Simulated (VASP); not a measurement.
# PbO2 (Fm-3m) in VASP: notebook

Aim: see how the results for PbO2 move with the level of theory and the settings. Levels: PBEsol, r2SCAN. Tasks: single point.

Everything below comes from runs of VASP 6.6.1. Logs are shortened: lines on timing, memory, paths and dates and some standing lists are left out, and cuts for length are marked.

## (1) The cell of the first run

The structure is cubic, space group Fm-3m (No. 225). The conventional cell has a = 5.404 Å, b = 5.404 Å, c = 5.404 Å, α = 90.00°, β = 90.00°, γ = 90.00°. Within 3.1 Å of Pb (site symmetry m-3m) lie 8 O at 2.34 Å. Within 3.1 Å of O (site symmetry -43m) lie 4 Pb at 2.34 Å and 6 O at 2.70 Å.

## (2) Single point, PBEsol

Contents of INCAR:

```
SYSTEM = PbO2
  PREC = Accurate
  ENCUT = 520
  EDIFF = 1E-6
  ISMEAR = -1
  SIGMA = 0.016
  LREAL = .False.
  LASPH = .True.
  NELM = 100
  ALGO = Normal
  ISIF = 2
  LWAVE = .False.
  LCHARG = .False.
  GGA = PS
  NBANDS = 20
```

Contents of KPOINTS:

```
Automatic mesh
0
Gamma
  6 6 6
  0 0 0
```

Contents of POSCAR:

```
PbO2
1.0
    0.0000000000      2.7019920000      2.7019920000
    2.7019920000      0.0000000000      2.7019920000
    2.7019920000      2.7019920000      0.0000000000
Pb O
1 2
Direct
    0.0000000000      0.0000000000      0.0000000000
    0.2500000000      0.2500000000      0.2500000000
    0.7500000000      0.7500000000      0.7500000000
```

Potentials or basis: VASP PAW PBE potentials, release 64 (Pb_d, O).

On the command line:

```
cat potpaw_PBE.64/Pb_d/POTCAR potpaw_PBE.64/O/POTCAR > POTCAR
mpirun -np 1 vasp_std > vasp.out
```

OUTCAR:

```text
SYSTEM = PbO2
   PREC = Accurate
   ENCUT = 520
   EDIFF = 1E-6
   ISMEAR = -1
   LREAL = .False.
   LASPH = .True.
   NELM = 100
   ISIF = 2
   GGA = PS

 ion  position               nearest neighbor table
   1  0.000  0.000  0.000-   3 2.34   3 2.34   3 2.34   2 2.34   2 2.34   2 2.34   3 2.34   2 2.34

   2  0.250  0.250  0.250-   1 2.34   1 2.34   1 2.34   1 2.34
   3  0.750  0.750  0.750-   1 2.34   1 2.34   1 2.34   1 2.34

  LATTYP: Found a face centered cubic cell.
 ALAT       =     5.4039840000

  Lattice vectors:

 A1 = (   0.0000000000,   2.7019920000,   2.7019920000)
 A2 = (   2.7019920000,   0.0000000000,   2.7019920000)
 A3 = (   2.7019920000,   2.7019920000,   0.0000000000)

Analysis of symmetry for initial positions (statically):
=====================================================================
 Subroutine PRICEL returns:
 Original cell was already a primitive cell.

 Routine SETGRP: Setting up the symmetry group for a
 face centered cubic supercell.

 Subroutine GETGRP returns: Found 48 space group operations
[... 9 lines left out ...]

 Routine SETGRP: Setting up the symmetry group for a
 face centered cubic supercell.

 Subroutine GETGRP returns: Found 48 space group operations
[... 11 lines left out ...]
                                     Primitive cell

  volume of cell :      39.4532

  direct lattice vectors                    reciprocal lattice vectors
     0.000000000  2.701992000  2.701992000    -0.185048660  0.185048660  0.185048660
     2.701992000  0.000000000  2.701992000     0.185048660 -0.185048660  0.185048660
     2.701992000  2.701992000  0.000000000     0.185048660  0.185048660 -0.185048660

  length of vectors
     3.821193732  3.821193732  3.821193732     0.320513682  0.320513682  0.320513682

  position of ions in fractional coordinates (direct lattice)
     0.000000000  0.000000000  0.000000000
     0.250000000  0.250000000  0.250000000
     0.750000000  0.750000000  0.750000000

  ion indices of the primitive-cell ions
   primitive index   ion index
                 1           1
                 2           2
                 3           3

----------------------------------------------------------------------------------------

 KPOINTS: Automatic mesh

Automatic generation of k-mesh.
 Grid dimensions read from file:
 generate k-points for:    6    6    6

 Generating k-lattice:

  Cartesian coordinates                     Fractional coordinates (reciprocal lattice)
    -0.030841443  0.030841443  0.030841443     0.166666667  0.000000000  0.000000000
     0.030841443 -0.030841443  0.030841443     0.000000000  0.166666667  0.000000000
     0.030841443  0.030841443 -0.030841443     0.000000000  0.000000000  0.166666667

  Length of vectors
     0.053418947  0.053418947  0.053418947

  Shift w.r.t. Gamma in fractional coordinates (k-lattice)
     0.000000000  0.000000000  0.000000000

 Subroutine IBZKPT returns following result:
 ===========================================

 Found     16 irreducible k-points:

 Following reciprocal coordinates:
            Coordinates               Weight
  0.000000  0.000000  0.000000      1.000000
  0.166667  0.000000  0.000000      8.000000
  0.333333  0.000000  0.000000      8.000000
  0.500000  0.000000  0.000000      4.000000
  0.166667  0.166667  0.000000      6.000000
  0.333333  0.166667  0.000000     24.000000
[... 8 lines left out ...]
 -0.333333  0.333333  0.166667     24.000000
 -0.333333  0.500000  0.166667     12.000000
   k-points           NKPTS =     16   k-points in BZ     NKDIM =     16   number of bands    NBANDS=     20
   number of dos      NEDOS =    301   number of ions     NIONS =      3
   total plane-waves  NPLWV =  21952
   dimension x,y,z NGX =    28 NGY =   28 NGZ =   28
   dimension x,y,z NGXF=    56 NGYF=   56 NGZF=   56
   ions per type =               1   2
   NGX,Y,Z   is equivalent  to a cutoff of  12.18, 12.18, 12.18 a.u.
   NGXF,Y,Z  is equivalent  to a cutoff of  24.36, 24.36, 24.36 a.u.
 SYSTEM =  PbO2
   PREC   = accura    normal or accurate (medium, high low for compatibility)
   ISTART =      0    job   : 0-new  1-cont  2-samecut
   ICHARG =      2    charge: 1-file 2-atom 10-const
   ISPIN  =      1    spin polarized calculation?
   LNONCOLLINEAR =      F non collinear calculations
   LSORBIT =      F    spin-orbit coupling
   LASPH  =      T    aspherical Exc in radial PAW
   ENCUT  =  520.0 eV  38.22 Ry    6.18 a.u.   7.10  7.10  7.10*2*pi/ulx,y,z
   NELM   =    100;   NELMIN=  2; NELMDL= -5     # of ELM steps
   EDIFF  = 0.1E-05   stopping-criterion for ELM
   LREAL  =      F    real-space projection
   EDIFFG = 0.1E-04   stopping-criterion for IOM
   NSW    =      0    number of steps for IOM
   IBRION =     -1    ionic relax: 0-MD 1-quasi-New 2-CG
   NFREE  =      0    steps in history (QN), initial steepest desc. (CG)
   ISIF   =      2    stress and relaxation
   ISYM   =      2    0-nonsym 1-usesym 2-fastsym
   POTIM  = 0.5000    time-step for ionic-motion
   TEBEG  =    0.0;   TEEND  =   0.0 temperature during run
   PSTRESS=    0.0 pullay stress
   NELECT =      26.0000    total number of electrons
   NUPDOWN=      -1.0000    fix difference up-down
   EMIN   =  10.00;   EMAX   =-10.00  energy-range for DOS
   EFERMI =   0.00;   METHOD = LEGACY
   ISMEAR =    -1;   SIGMA  =   0.02  broadening in eV -4-tet -1-fermi 0-gaus
   EFERMI_NEDOS =   21; number of points for ismear=-14 and -15
   IALGO  =     38    algorithm
   IMIX   =      4    mixing-type and parameters
     AMIX     =   0.40;   BMIX     =  1.00
     AMIX_MAG =   1.60;   BMIX_MAG =  1.00
  volume/ion in A,a.u.               =      13.15        88.75
  Fermi-wavevector in a.u.,A,eV,Ry     =   1.424640  2.692180 27.614384  2.029600
  Thomas-Fermi vector in A             =   2.545110
   LORBIT       =      0    0 simple, 1 ext, 2 COOP (PROOUT), +10 PAW based schemes
   GGA     = PS    functional components
   LHFCALC =     F    Hartree Fock is set to
   AEXX    =    0.0000 exact exchange contribution
   IVDW    =     0    specifies the selected vdW correction
   LEPSILON=     F    determine dielectric tensor
   LRPA    =     F    only Hartree local field effects (RPA)
 non-spin polarized calculation
  energy-cutoff  :      520.00
  volume of cell :       39.45
 maximum number of plane-waves:      1073
   NGX = 15   NGY = 15   NGZ = 15

 number of electron      25.9999989 magnetization

 Free energy of the ion-electron system (eV)
  ---------------------------------------------------
  ext. energy  EPLUGINS =         0.00000000
  ---------------------------------------------------
  free energy    TOTEN  =       -16.76574825 eV

  energy without entropy =      -16.76523805  energy(sigma->0) =      -16.76549315

 E-fermi :   5.5239     XC(G=0): -11.4194

 val. band max:        5.4855500672   @ k =  -0.3333   0.5000   0.1667
 cond. band min:       5.7657582854   @ k =   0.1667   0.1667   0.0000
 fundamental gap:      0.2802082183
 Fermi energy:         5.5239197608

 k-point     1 :       0.0000    0.0000    0.0000
  band No.  band energies     occupation
      1     -12.9754      2.00000
      2     -10.1442      2.00000
      3     -10.1442      2.00000
      4     -10.1442      2.00000
      5     -10.0898      2.00000
      6      -9.9002      2.00000
[... 12 lines left out ...]
     19      20.8815      0.00000
     20      20.8815      0.00000

 k-point     2 :       0.1667    0.0000    0.0000
  band No.  band energies     occupation
      1     -12.7590      2.00000
      2     -10.9793      2.00000
      3     -10.1135      2.00000
      4     -10.1135      2.00000
      5      -9.9006      2.00000
      6      -9.9006      2.00000
[... 12 lines left out ...]
     19      20.6803      0.00000
     20      20.6803      0.00000

 k-point     3 :       0.3333    0.0000    0.0000
  band No.  band energies     occupation
      1     -12.3842      2.00000
      2     -11.3791      2.00000
      3     -10.0753      2.00000
      4     -10.0753      2.00000
      5      -9.8762      2.00000
      6      -9.8762      2.00000
[... 12 lines left out ...]
     19      20.4544      0.00000
     20      20.4544      0.00000

 k-point     4 :       0.5000    0.0000    0.0000
  band No.  band energies     occupation
      1     -12.3368      2.00000
      2     -11.2603      2.00000
      3     -10.0698      2.00000
      4     -10.0698      2.00000
      5      -9.8492      2.00000
      6      -9.8492      2.00000
[... 12 lines left out ...]
     19      20.3732      0.00000
     20      20.3732      0.00000

 k-point     5 :       0.1667    0.1667    0.0000
  band No.  band energies     occupation
      1     -12.6769      2.00000
      2     -11.1515      2.00000
      3     -10.0833      2.00000
      4     -10.0833      2.00000
      5      -9.9266      2.00000
      6      -9.8837      2.00000
[... 12 lines left out ...]
     19      20.6990      0.00000
     20      20.9979      0.00000

 k-point     6 :       0.3333    0.1667    0.0000
  band No.  band energies     occupation
      1     -12.3024      2.00000
      2     -11.5836      2.00000
      3     -10.0330      2.00000
      4      -9.9961      2.00000
      5      -9.9067      2.00000
      6      -9.8622      2.00000
[... 12 lines left out ...]
     19      21.0167      0.00000
     20      22.5371      0.00000

 k-point     7 :       0.5000    0.1667    0.0000
  band No.  band energies     occupation
      1     -12.2061      2.00000
      2     -11.5628      2.00000
      3     -10.0218      2.00000
      4      -9.9652      2.00000
      5      -9.8490      2.00000
      6      -9.6488      2.00000
[... 12 lines left out ...]
     19      20.7914      0.00000
     20      22.7067      0.00000

 k-point     8 :      -0.3333    0.1667    0.0000
  band No.  band energies     occupation
      1     -12.2042      2.00000
      2     -11.6065      2.00000
      3     -10.0280      2.00000
      4      -9.9520      2.00000
      5      -9.8924      2.00000
      6      -9.6492      2.00000
[... 12 lines left out ...]
     19      20.2793      0.00000
     20      22.8454      0.00000

 k-point     9 :      -0.1667    0.1667    0.0000
  band No.  band energies     occupation
      1     -12.4597      2.00000
      2     -11.4184      2.00000
      3     -10.0730      2.00000
      4     -10.0068      2.00000
      5      -9.9189      2.00000
      6      -9.8566      2.00000
[... 12 lines left out ...]
     19      20.2869      0.00000
     20      21.7195      0.00000

 k-point    10 :       0.3333    0.3333    0.0000
  band No.  band energies     occupation
      1     -11.9733      2.00000
      2     -11.8916      2.00000
      3      -9.9879      2.00000
      4      -9.9541      2.00000
      5      -9.9541      2.00000
      6      -9.8507      2.00000
[... 12 lines left out ...]
     19      21.3000      0.00000
     20      23.2899      0.00000

 k-point    11 :       0.5000    0.3333    0.0000
  band No.  band energies     occupation
      1     -12.0614      2.00000
      2     -11.7354      2.00000
      3     -10.0014      2.00000
      4      -9.9258      2.00000
      5      -9.8452      2.00000
      6      -9.6770      2.00000
[... 12 lines left out ...]
     19      21.6326      0.00000
     20      22.7789      0.00000

 k-point    12 :      -0.3333    0.3333    0.0000
  band No.  band energies     occupation
      1     -12.0399      2.00000
      2     -11.7984      2.00000
      3      -9.9659      2.00000
      4      -9.9434      2.00000
      5      -9.8871      2.00000
      6      -9.1178      2.00000
[... 12 lines left out ...]
     19      20.8931      0.00000
     20      22.9612      0.00000

 k-point    13 :       0.5000    0.5000    0.0000
  band No.  band energies     occupation
      1     -12.1577      2.00000
      2     -11.5383      2.00000
      3     -10.0280      2.00000
      4      -9.8852      2.00000
      5      -9.8852      2.00000
      6      -9.8340      2.00000
[... 12 lines left out ...]
     19      21.5039      0.00000
     20      22.1196      0.00000

 k-point    14 :       0.5000    0.3333    0.1667
  band No.  band energies     occupation
      1     -12.0018      2.00000
      2     -11.8618      2.00000
      3      -9.9727      2.00000
      4      -9.9615      2.00000
      5      -9.8864      2.00000
      6      -9.6225      2.00000
[... 12 lines left out ...]
     19      20.9805      0.00000
     20      23.0159      0.00000

 k-point    15 :      -0.3333    0.3333    0.1667
  band No.  band energies     occupation
      1     -12.0356      2.00000
      2     -11.8043      2.00000
      3      -9.9655      2.00000
      4      -9.9422      2.00000
      5      -9.8717      2.00000
      6      -9.1814      2.00000
[... 12 lines left out ...]
     19      21.0097      0.00000
     20      23.0027      0.00000

 k-point    16 :      -0.3333    0.5000    0.1667
  band No.  band energies     occupation
      1     -12.0519      2.00000
      2     -11.7643      2.00000
      3      -9.9926      2.00000
      4      -9.8851      2.00000
      5      -9.8647      2.00000
      6      -9.4056      2.00000
[... 12 lines left out ...]
     19      21.8226      0.00000
     20      22.1932      0.00000

------------------------ aborting loop because EDIFF is reached ----------------------------------------

  FORCE on cell =-STRESS in cart. coord.  units (eV):
  Direction    XX          YY          ZZ          XY          YZ          ZX
  --------------------------------------------------------------------------------------
  -------------------------------------------------------------------------------------
  Total       -1.4446441     -1.4446441     -1.4446441      0.0000000      0.0000000      0.0000000
  in kB      -58.6663798    -58.6663798    -58.6663798      0.0000000      0.0000000      0.0000000
  external PRESSURE =     -58.6663798 kB  Pullay stress =       0.0000000 kB

 VOLUME and BASIS-vectors are now :
 -----------------------------------------------------------------------------
  energy-cutoff  :      520.00
  volume of cell :       39.45
      direct lattice vectors                 reciprocal lattice vectors
     0.000000000  2.701992000  2.701992000    -0.185048660  0.185048660  0.185048660
     2.701992000  0.000000000  2.701992000     0.185048660 -0.185048660  0.185048660
     2.701992000  2.701992000  0.000000000     0.185048660  0.185048660 -0.185048660

 POSITION                                       TOTAL-FORCE (eV/Angst)
 -----------------------------------------------------------------------------------
      0.00000      0.00000      0.00000         0.000000     -0.000000     -0.000000
      1.35100      1.35100      1.35100         0.000000      0.000000      0.000000
      4.05299      4.05299      4.05299        -0.000000     -0.000000     -0.000000
 -----------------------------------------------------------------------------------
    total drift:                                0.000000      0.000000      0.000000

  FREE ENERGIE OF THE ION-ELECTRON SYSTEM (eV)
  ---------------------------------------------------
  free  energy   TOTEN  =       -16.7657482451 eV

  energy  without entropy=      -16.7652380518  energy(sigma->0) =      -16.76549315
```

Wall time 15 s (1 thread of AMD EPYC 7R43 (Zen 3), shared host); peak memory 0.12 GiB.

What came out:

| Quantity | Value |
| --- | --- |
| Free energy | -16.7657 eV |
| Pressure | -5.9 GPa |
| Band gap on the k mesh | zero (band 13 reaches 5.49 eV, above the bottom of band 14 at 4.28 eV) |

Caveat: the PAW data sets were made with another functional, which shifts forces and pressure a little; spin-orbit coupling is left out, which moves the levels of the heavy elements.

(Continued in part 2 of 2.)
